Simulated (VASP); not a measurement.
Input of a VASP 6.6.1 run:

The input POSCAR:

```
NaH
1.0
    0.0000000000      2.3975116427      2.3975116427
    2.3975116427      0.0000000000      2.3975116427
    2.3975116427      2.3975116427      0.0000000000
Na H
1 1
Direct
    0.0000000000      0.0000000000      0.0000000000
    0.5000000000      0.5000000000      0.5000000000
```

Contents of INCAR.step1:

```
  ALGO = Normal
  EDIFF = 1E-5
  ENCUT = 520
  GGA = PE
  ISIF = 2
  ISMEAR = 0
  LASPH = True
  LCHARG = False
  LREAL = False
  LWAVE = True
  NBANDS = 11
  NELM = 60
  PREC = Accurate
  SIGMA = 0.01
```

File INCAR.step2:

```
  ALGO = Normal
  EDIFF = 1E-7
  ENCUT = 520
  GGA = PE
  HFSCREEN = 0.2079
  ISIF = 2
  ISMEAR = 0
  ISTART = 1
  LASPH = True
  LCHARG = False
  LHFCALC = True
  LREAL = False
  LWAVE = False
  NBANDS = 11
  NELM = 60
  PREC = Accurate
  PRECFOCK = Normal
  SIGMA = 0.01
```

KPOINTS

```
k-points
0
Gamma
  4 4 4
```

Potentials or basis: VASP PAW PBE potentials, release 64 (Na_pv, H).

The run is started by

```bash
$ cat potpaw_PBE.64/Na_pv/POTCAR potpaw_PBE.64/H/POTCAR > POTCAR
$ cp INCAR.step1 INCAR
$ mpirun -np 1 vasp_std > vasp.out
$ cp INCAR.step2 INCAR
$ mpirun -np 1 vasp_std > vasp.out
```

**Question.** What does it give for the band gap on the k mesh?

**Answer.** 4.85 eV (least direct gap 5.81 eV).

**Question.** What does it give for the pressure?

**Answer.** 0.2 GPa.

Caveat: the k points lie up to 0.57 Å⁻¹ apart; the PAW data sets were made with another functional, which shifts forces and pressure a little. A k mesh can miss the band edges.
